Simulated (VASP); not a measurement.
# ZrN (Fm-3m) in VASP: a series of runs, part 2 of 3

VASP 6.6.1. The steps go on from the part before.

### 4 Single point, RPBE

INCAR

```
PREC = Accurate
ENCUT = 600
EDIFF = 1E-6
ISMEAR = -1
SIGMA = 0.05
LREAL = F
LASPH = T
NELM = 120
ALGO = Normal
ISIF = 2
LWAVE = F
LCHARG = F
GGA = RP
NBANDS = 16
GGA_COMPAT = F
```

KPOINTS

```
regular mesh
0
Gamma
  10 10 10
```

POSCAR

```
ZrN
1.0
    0.0000000000      2.3000000000      2.3000000000
    2.3000000000      0.0000000000      2.3000000000
    2.3000000000      2.3000000000      0.0000000000
Zr N
1 1
Direct
    0.5000000000      0.5000000000      0.5000000000
    0.0000000000      0.0000000000      0.0000000000
```

Potentials or basis: VASP PAW PBE potentials, release 64 (Zr_sv, N).

Command:

```sh
cat potpaw_PBE.64/Zr_sv/POTCAR potpaw_PBE.64/N/POTCAR > POTCAR
mpirun -np 1 vasp_std > vasp.out
```

OUTCAR:

```text
PREC = Accurate
   ENCUT = 600
   EDIFF = 1E-6
   ISMEAR = -1
   LREAL = F
   LASPH = T
   NELM = 120
   ISIF = 2
   GGA = RP

 ion  position               nearest neighbor table
   1  0.500  0.500  0.500-   2 2.30   2 2.30   2 2.30   2 2.30   2 2.30   2 2.30
   2  0.000  0.000  0.000-   1 2.30   1 2.30   1 2.30   1 2.30   1 2.30   1 2.30

  LATTYP: Found a face centered cubic cell.
 ALAT       =     4.6000000000

  Lattice vectors:

 A1 = (   0.0000000000,   2.3000000000,   2.3000000000)
[... 641 lines left out ...]

------------------------ aborting loop because EDIFF is reached ----------------------------------------

  FORCE on cell =-STRESS in cart. coord.  units (eV):
  Direction    XX          YY          ZZ          XY          YZ          ZX
  --------------------------------------------------------------------------------------
  -------------------------------------------------------------------------------------
  Total        0.4726957      0.4726957      0.4726957      0.0000000     -0.0000000      0.0000000
  in kB       31.1228033     31.1228033     31.1228033      0.0000000     -0.0000000      0.0000000
  external PRESSURE =      31.1228033 kB  Pullay stress =       0.0000000 kB

 VOLUME and BASIS-vectors are now :
 -----------------------------------------------------------------------------
  energy-cutoff  :      600.00
  volume of cell :       24.33
      direct lattice vectors                 reciprocal lattice vectors
     0.000000000  2.300000000  2.300000000    -0.217391304  0.217391304  0.217391304
     2.300000000  0.000000000  2.300000000     0.217391304 -0.217391304  0.217391304
     2.300000000  2.300000000  0.000000000     0.217391304  0.217391304 -0.217391304

 POSITION                                       TOTAL-FORCE (eV/Angst)
 -----------------------------------------------------------------------------------
      2.30000      2.30000      2.30000        -0.000000     -0.000000     -0.000000
      0.00000      0.00000      0.00000         0.000000      0.000000      0.000000
 -----------------------------------------------------------------------------------
    total drift:                                0.000000      0.000000      0.000000

  FREE ENERGIE OF THE ION-ELECTRON SYSTEM (eV)
  ---------------------------------------------------
  free  energy   TOTEN  =       -19.3963764916 eV

  energy  without entropy=      -19.3899532220  energy(sigma->0) =      -19.39316486
```

stdout:

```text
POSCAR found type information on POSCAR ZrN
 POSCAR found :  2 types and       2 ions
 scaLAPACK will be used
 -----------------------------------------------------------------------------
|                                                                             |
|                                                                             |
|     You enforced a specific xc type in the INCAR file but a different       |
|     I HOPE YOU KNOW WHAT YOU ARE DOING!                                     |
|                                                                             |
 -----------------------------------------------------------------------------

 LDA part: xc-table for (Slater+PW92), standard interpolation
 POSCAR, INCAR and KPOINTS ok, starting setup
 FFT: planning ... GRIDC
 FFT: planning ... GRID_SOFT
 FFT: planning ... GRID
 WAVECAR not read
 entering main loop
```

Wall time 14 s (1 thread of AMD EPYC 9R45 (Zen 5), shared host); peak memory 0.14 GiB.

Results:

| Quantity | Value |
| --- | --- |
| Free energy | -19.3964 eV |
| Pressure | 3.1 GPa |
| Band gap on the k mesh | zero (an odd number of electrons rules out a gap without spin polarisation) |

Levels at points of the mesh, in eV from the Fermi level:
| k point | band 6 | band 7 | band 8 | band 9 | band 10 | band 11 | band 12 | band 13 |
| --- | --- | --- | --- | --- | --- | --- | --- | --- |
| (0.00, 0.00, 0.00) | -2.70 | -2.70 | -2.70 | -0.42 | -0.42 | -0.42 | 1.52 | 1.52 |
| (0.50, 0.00, 0.00) | -7.65 | -5.69 | -5.69 | 2.94 | 3.00 | 3.00 | 4.66 | 7.57 |
| (0.50, 0.50, 0.00) | -4.63 | -3.47 | -3.21 | -3.21 | 3.28 | 4.42 | 4.42 | 4.79 |

Caveat: the cell stands under pressure; the PAW data sets were made with another functional, which shifts forces and pressure a little.

### 5 Single point, PBEsol

INCAR

```
SYSTEM = ZrN
PREC = Accurate
ENCUT = 600
EDIFF = 1E-6
ISMEAR = 0
SIGMA = 0.1
LREAL = .False.
LASPH = .True.
NELM = 120
ALGO = Normal
ISIF = 2
LWAVE = .False.
LCHARG = .False.
GGA = PS
NBANDS = 16
GGA_COMPAT = .False.
```

KPOINTS

```
regular mesh
0
Gamma
  10 10 10
  0 0 0
```

POSCAR is that of step 4.

Potentials or basis: VASP PAW PBE potentials, release 64 (Zr_sv, N).

Command:

```sh
cat potpaw_PBE.64/Zr_sv/POTCAR potpaw_PBE.64/N/POTCAR > POTCAR
mpirun -np 1 vasp_std > vasp.out
```

OUTCAR:

```text
SYSTEM = ZrN
   PREC = Accurate
   ENCUT = 600
   EDIFF = 1E-6
   ISMEAR = 0
   LREAL = .False.
   LASPH = .True.
   NELM = 120
   ISIF = 2
   GGA = PS

 ion  position               nearest neighbor table
   1  0.500  0.500  0.500-   2 2.30   2 2.30   2 2.30   2 2.30   2 2.30   2 2.30
   2  0.000  0.000  0.000-   1 2.30   1 2.30   1 2.30   1 2.30   1 2.30   1 2.30

  LATTYP: Found a face centered cubic cell.
 ALAT       =     4.6000000000

  Lattice vectors:

 A1 = (   0.0000000000,   2.3000000000,   2.3000000000)
 A2 = (   2.3000000000,   0.0000000000,   2.3000000000)
 A3 = (   2.3000000000,   2.3000000000,   0.0000000000)

Analysis of symmetry for initial positions (statically):
=====================================================================
 Subroutine PRICEL returns:
 Original cell was already a primitive cell.

 Routine SETGRP: Setting up the symmetry group for a
 face centered cubic supercell.

 Subroutine GETGRP returns: Found 48 space group operations
 (whereof 48 operations were pure point group operations)
 out of a pool of 48 trial point group operations.

The static configuration has the point symmetry O_h .

Analysis of symmetry for dynamics (positions and initial velocities):
=====================================================================
 Subroutine PRICEL returns:
 Original cell was already a primitive cell.

 Routine SETGRP: Setting up the symmetry group for a
 face centered cubic supercell.

 Subroutine GETGRP returns: Found 48 space group operations
 (whereof 48 operations were pure point group operations)
 out of a pool of 48 trial point group operations.

The dynamic configuration has the point symmetry O_h .

 Subroutine INISYM returns: Found 48 space group operations
 (whereof 48 operations are pure point group operations),
 and found     1 'primitive' translations

----------------------------------------------------------------------------------------

                                     Primitive cell

  volume of cell :      24.3340

  direct lattice vectors                    reciprocal lattice vectors
     0.000000000  2.300000000  2.300000000    -0.217391304  0.217391304  0.217391304
     2.300000000  0.000000000  2.300000000     0.217391304 -0.217391304  0.217391304
     2.300000000  2.300000000  0.000000000     0.217391304  0.217391304 -0.217391304

  length of vectors
     3.252691193  3.252691193  3.252691193     0.376532784  0.376532784  0.376532784

  position of ions in fractional coordinates (direct lattice)
     0.500000000  0.500000000  0.500000000
     0.000000000  0.000000000  0.000000000

  ion indices of the primitive-cell ions
   primitive index   ion index
                 1           1
                 2           2

----------------------------------------------------------------------------------------

 KPOINTS: regular mesh

Automatic generation of k-mesh.
 Grid dimensions read from file:
 generate k-points for:   10   10   10

 Generating k-lattice:

  Cartesian coordinates                     Fractional coordinates (reciprocal lattice)
    -0.021739130  0.021739130  0.021739130     0.100000000  0.000000000  0.000000000
     0.021739130 -0.021739130  0.021739130     0.000000000  0.100000000  0.000000000
     0.021739130  0.021739130 -0.021739130     0.000000000  0.000000000  0.100000000

  Length of vectors
     0.037653278  0.037653278  0.037653278

  Shift w.r.t. Gamma in fractional coordinates (k-lattice)
     0.000000000  0.000000000  0.000000000

 Subroutine IBZKPT returns following result:
 ===========================================

 Found     47 irreducible k-points:

 Following reciprocal coordinates:
            Coordinates               Weight
  0.000000  0.000000  0.000000      1.000000
  0.100000  0.000000  0.000000      8.000000
  0.200000  0.000000  0.000000      8.000000
  0.300000  0.000000  0.000000      8.000000
  0.400000  0.000000  0.000000      8.000000
  0.500000  0.000000  0.000000      4.000000
[... 16 lines left out ...]
  0.300000  0.300000  0.000000      6.000000
  0.400000  0.300000  0.000000     24.000000
 [... further k-points ...]
   k-points           NKPTS =     47   k-points in BZ     NKDIM =     47   number of bands    NBANDS=     16
   number of dos      NEDOS =    301   number of ions     NIONS =      2
   total plane-waves  NPLWV =  21952
   dimension x,y,z NGX =    28 NGY =   28 NGZ =   28
   dimension x,y,z NGXF=    56 NGYF=   56 NGZF=   56
   ions per type =               1   1
   NGX,Y,Z   is equivalent  to a cutoff of  14.31, 14.31, 14.31 a.u.
   NGXF,Y,Z  is equivalent  to a cutoff of  28.62, 28.62, 28.62 a.u.
 SYSTEM =  ZrN
   PREC   = accura    normal or accurate (medium, high low for compatibility)
   ISTART =      0    job   : 0-new  1-cont  2-samecut
   ICHARG =      2    charge: 1-file 2-atom 10-const
   ISPIN  =      1    spin polarized calculation?
   LNONCOLLINEAR =      F non collinear calculations
   LSORBIT =      F    spin-orbit coupling
   LASPH  =      T    aspherical Exc in radial PAW
   ENCUT  =  600.0 eV  44.10 Ry    6.64 a.u.   6.50  6.50  6.50*2*pi/ulx,y,z
   NELM   =    120;   NELMIN=  2; NELMDL= -5     # of ELM steps
   EDIFF  = 0.1E-05   stopping-criterion for ELM
   LREAL  =      F    real-space projection
   EDIFFG = 0.1E-04   stopping-criterion for IOM
   NSW    =      0    number of steps for IOM
   IBRION =     -1    ionic relax: 0-MD 1-quasi-New 2-CG
   NFREE  =      0    steps in history (QN), initial steepest desc. (CG)
   ISIF   =      2    stress and relaxation
   ISYM   =      2    0-nonsym 1-usesym 2-fastsym
   POTIM  = 0.5000    time-step for ionic-motion
   TEBEG  =    0.0;   TEEND  =   0.0 temperature during run
   PSTRESS=    0.0 pullay stress
   NELECT =      17.0000    total number of electrons
   NUPDOWN=      -1.0000    fix difference up-down
   EMIN   =  10.00;   EMAX   =-10.00  energy-range for DOS
   EFERMI =   0.00;   METHOD = LEGACY
   ISMEAR =     0;   SIGMA  =   0.10  broadening in eV -4-tet -1-fermi 0-gaus
   EFERMI_NEDOS =   21; number of points for ismear=-14 and -15
   IALGO  =     38    algorithm
   IMIX   =      4    mixing-type and parameters
     AMIX     =   0.40;   BMIX     =  1.00
     AMIX_MAG =   1.60;   BMIX_MAG =  1.00
  volume/ion in A,a.u.               =      12.17        82.11
  Fermi-wavevector in a.u.,A,eV,Ry     =   1.452624  2.745062 28.709889  2.110117
  Thomas-Fermi vector in A             =   2.569985
   LORBIT       =      0    0 simple, 1 ext, 2 COOP (PROOUT), +10 PAW based schemes
   GGA     = PS    functional components
   LHFCALC =     F    Hartree Fock is set to
   AEXX    =    0.0000 exact exchange contribution
   IVDW    =     0    specifies the selected vdW correction
   LEPSILON=     F    determine dielectric tensor
   LRPA    =     F    only Hartree local field effects (RPA)
 non-spin polarized calculation
 Gauss-broadening in eV      SIGMA  =   0.10
  energy-cutoff  :      600.00
  volume of cell :       24.33
 maximum number of plane-waves:       869
 NGX is ok and might be reduce to    28
   NGX = 13   NGY = 13   NGZ = 13

 number of electron      17.0000000 magnetization

 Free energy of the ion-electron system (eV)
  ---------------------------------------------------
  ext. energy  EPLUGINS =         0.00000000
  ---------------------------------------------------
  free energy    TOTEN  =       -21.53570376 eV

  energy without entropy =      -21.53156106  energy(sigma->0) =      -21.53363241

 E-fermi :  11.7175     XC(G=0): -12.6281

 val. band max:       11.7145543640   @ k =  -0.1000   0.1000   0.0000
 cond. band min:      11.7262613202   @ k =  -0.4000   0.3000   0.0000
 fundamental gap:      0.0117069562
 Fermi energy:        11.7174785086

 k-point     1 :       0.0000    0.0000    0.0000
  band No.  band energies     occupation
      1     -37.7745      2.00000
      2     -15.4345      2.00000
      3     -15.4345      2.00000
      4     -15.4345      2.00000
      5      -4.4771      2.00000
      6       9.0638      2.00000
[... 8 lines left out ...]
     15      20.7938      0.00000
     16      34.0454      0.00000
[... 419 lines left out ...]
 k-point    24 :       0.4000    0.3000    0.0000
  band No.  band energies     occupation
      1     -37.6285      2.00000
      2     -16.2174      2.00000
      3     -15.7358      2.00000
      4     -15.7014      2.00000
      5      -3.5427      2.00000
      6       6.0217      2.00000
[... 8 lines left out ...]
     15      23.9017      0.00000
     16      26.5967      0.00000

 [... further k-points ...]

------------------------ aborting loop because EDIFF is reached ----------------------------------------

  FORCE on cell =-STRESS in cart. coord.  units (eV):
  Direction    XX          YY          ZZ          XY          YZ          ZX
  --------------------------------------------------------------------------------------
  -------------------------------------------------------------------------------------
  Total       -1.1598165     -1.1598165     -1.1598165      0.0000000      0.0000000     -0.0000000
  in kB      -76.3635956    -76.3635956    -76.3635956      0.0000000      0.0000000     -0.0000000
  external PRESSURE =     -76.3635956 kB  Pullay stress =       0.0000000 kB

 VOLUME and BASIS-vectors are now :
 -----------------------------------------------------------------------------
  energy-cutoff  :      600.00
  volume of cell :       24.33
      direct lattice vectors                 reciprocal lattice vectors
     0.000000000  2.300000000  2.300000000    -0.217391304  0.217391304  0.217391304
     2.300000000  0.000000000  2.300000000     0.217391304 -0.217391304  0.217391304
     2.300000000  2.300000000  0.000000000     0.217391304  0.217391304 -0.217391304

 POSITION                                       TOTAL-FORCE (eV/Angst)
 -----------------------------------------------------------------------------------
      2.30000      2.30000      2.30000         0.000000      0.000000      0.000000
      0.00000      0.00000      0.00000        -0.000000     -0.000000     -0.000000
 -----------------------------------------------------------------------------------
    total drift:                                0.000000      0.000000      0.000000

  FREE ENERGIE OF THE ION-ELECTRON SYSTEM (eV)
  ---------------------------------------------------
  free  energy   TOTEN  =       -21.5357037576 eV

  energy  without entropy=      -21.5315610638  energy(sigma->0) =      -21.53363241
```

OSZICAR:

```text
N       E                     dE             d eps       ncg     rms          rms(c)
DAV:   1     0.121411146177E+03    0.12141E+03   -0.95680E+03  1504   0.117E+03
DAV:   2    -0.180571765780E+02   -0.13947E+03   -0.13127E+03  1904   0.322E+02
DAV:   3    -0.246306707623E+02   -0.65735E+01   -0.65133E+01  2536   0.637E+01
DAV:   4    -0.247557899834E+02   -0.12512E+00   -0.12510E+00  1688   0.624E+00
DAV:   5    -0.247569038408E+02   -0.11139E-02   -0.11139E-02  2128   0.521E-01    0.218E+01
DAV:   6    -0.217253701964E+02    0.30315E+01   -0.64799E+00  1736   0.248E+01    0.863E+00
DAV:   7    -0.215746055429E+02    0.15076E+00   -0.48778E-01  1840   0.649E+00    0.679E+00
DAV:   8    -0.215474188074E+02    0.27187E-01   -0.23416E-01  1984   0.419E+00    0.313E+00
DAV:   9    -0.215362729599E+02    0.11146E-01   -0.44184E-02  1616   0.190E+00    0.108E+00
DAV:  10    -0.215357211208E+02    0.55184E-03   -0.25245E-03  1792   0.493E-01    0.108E-01
DAV:  11    -0.215357063362E+02    0.14785E-04   -0.33306E-05  1840   0.491E-02    0.524E-02
DAV:  12    -0.215357039437E+02    0.23925E-05   -0.56441E-06  1928   0.190E-02    0.292E-03
DAV:  13    -0.215357037576E+02    0.18609E-06   -0.14550E-07   944   0.379E-03
   1 F= -.21535704E+02 E0= -.21533632E+02  d E =-.414269E-02
```

stdout:

```text
POSCAR found type information on POSCAR ZrN
 POSCAR found :  2 types and       2 ions
 scaLAPACK will be used
 -----------------------------------------------------------------------------
|                                                                             |
|                                                                             |
|     You enforced a specific xc type in the INCAR file but a different       |
|     I HOPE YOU KNOW WHAT YOU ARE DOING!                                     |
|                                                                             |
 -----------------------------------------------------------------------------

 LDA part: xc-table for (Slater+PW92), standard interpolation
 POSCAR, INCAR and KPOINTS ok, starting setup
 FFT: planning ... GRIDC
 FFT: planning ... GRID_SOFT
 FFT: planning ... GRID
 WAVECAR not read
 entering main loop
```

Run time: 15 s. Hardware: 1 thread of AMD EPYC 9R45 (Zen 5), shared host; peak memory 0.14 GiB.

Results:

```yaml
Free_energy: -21.5357 eV
Pressure: -7.6 GPa
Band_gap_on_the_k_mesh: zero (an odd number of electrons rules out a gap without spin polarisation)
```

Caveat: the cell stands under tension; the PAW data sets were made with another functional, which shifts forces and pressure a little.

[end of part 2 of 3]
